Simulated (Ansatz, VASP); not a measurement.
# One calculation of MoS2, two programs

```xyz
6
Lattice="3.1414 0.0000 0.0000 -1.5707 2.7206 0.0000 0.0000 0.0000 12.5788" Properties=species:S:1:pos:R:3 pbc="T T T"
Mo    0.0000    1.8137    3.1447
Mo    1.5707    0.9069    9.4341
S     0.0000    1.8137    7.8750
S     1.5707    0.9069    1.5856
S     0.0000    1.8137   10.9932
S     1.5707    0.9069    4.7038
```

Alike in both runs: functional PBEsol; k mesh 12 × 12 × 4; occupations gaussian, width 0.02 eV; no spin polarisation.

Ansatz relaxed the structure, and its values are those at the end. VASP's run is a single point on that final structure, the one shown.

|  | VASP | Ansatz |
| --- | --- | --- |
| version | VASP 6.6.1 | Ansatz 0.2.0 |
| potentials or method | VASP PAW PBE potentials, release 64 (Mo_sv, S), cutoff 520 eV | scalar-relativistic, plane waves, PAW |
| valence electrons in the cell | 52 | 52 |

Ansatz gave:

```
gap on the k mesh at the Fermi level (eV) : 0.98
least direct gap on the mesh (eV)         : 1.74
pressure (GPa)                            : 0.0
```

Problem. Which values does VASP return?

Solution. gap on the k mesh at the Fermi level (eV): 0.99; least direct gap on the mesh (eV): 1.75; pressure (GPa): 0.0.

VASP's potentials were made for PBE, not for PBEsol.
